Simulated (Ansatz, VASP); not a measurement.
## One calculation of WSe2, two programs

INCAR

```
ALGO     = Normal         # electronic algorithm
EDIFF    = 1E-7           # SCF threshold, eV
ENCUT    = 520            # plane-wave cutoff, eV
ISIF     = 2              # what is computed and relaxed
ISMEAR   = 0              # smearing method
LASPH    = True           # aspherical terms in the spheres
LCHARG   = True           # write CHGCAR
LELF     = True           # ELF
LREAL    = False          # projectors in reciprocal space
LVHAR    = True         
LWAVE    = False          # write WAVECAR
NBANDS   = 20             # bands
NELM     = 80             # most SCF steps
PREC     = Accurate       # precision mode
SIGMA    = 0.1            # smearing width, eV
```

File KPOINTS:

```
k-points
0
Gamma
  6 6 1
```

Contents of POSCAR:

```
WSe2
1.0
    3.3179375931      0.0000000000      0.0000000000
   -1.6589687966      2.8734182438      0.0000000000
    0.0000000000      0.0000000000     16.6581424200
W Se
1 2
Direct
    0.0000000000      0.0000000000      0.0000000000
    0.3333333300      0.6666666700      0.0997865200
    0.3333333300      0.6666666700      0.9002134800
```

Input for Ansatz:

```yaml
crystal:
  lattice:
    - [3.3179375931, 0.0, 0.0]
    - [-1.6589687966, 2.8734182438, 0.0]
    - [0.0, 0.0, 16.65814242]
  atoms:
    - { symbol: W, position: [0.0, 0.0, 0.0] }
    - { symbol: Se, position: [0.33333333, 0.66666667, 0.09978652] }
    - { symbol: Se, position: [0.33333333, 0.66666667, 0.90021348] }
basis:
  ecutwfc: 420
kpoints:
  mp_grid: { grid: [6, 6, 1] }
hamiltonian:
  xc: lda
scf:
  occupations: { method: gaussian, width: 0.1 }
output:
  forces: true
  stress: true
  eigenvalues: true
```

Alike in both runs: task single point; functional LDA; k mesh 6 × 6 × 1; occupations gaussian, width 0.1 eV; no spin polarisation.

```csv
,VASP,Ansatz
version,VASP 6.6.1,Ansatz 0.2.0
potentials or method,"VASP PAW LDA potentials, release 64 (W_sv, Se), cutoff 520 eV","scalar-relativistic, plane waves, PAW"
valence electrons in the cell,26,46
```

|  | VASP | Ansatz | Ansatz less VASP |
| --- | --- | --- | --- |
| gap on the k mesh at the Fermi level (eV) | 1.51 | 1.51 | -0.004 |
| least direct gap on the mesh (eV) | 1.51 | 1.51 | -0.004 |
| rms of the force components (eV/Å) | 0.153 | 0.197 | +0.0437 |

LDA's correlation is that of Perdew and Zunger in VASP and of Perdew and Wang (1992) in Ansatz. Atom by atom the forces differ by 0.044 eV/Å (rms over components). VASP's potentials hold 26 valence electrons a cell and Ansatz's 46, so a difference there can come from the potentials and not from the codes.

Neither program's run includes spin-orbit coupling.
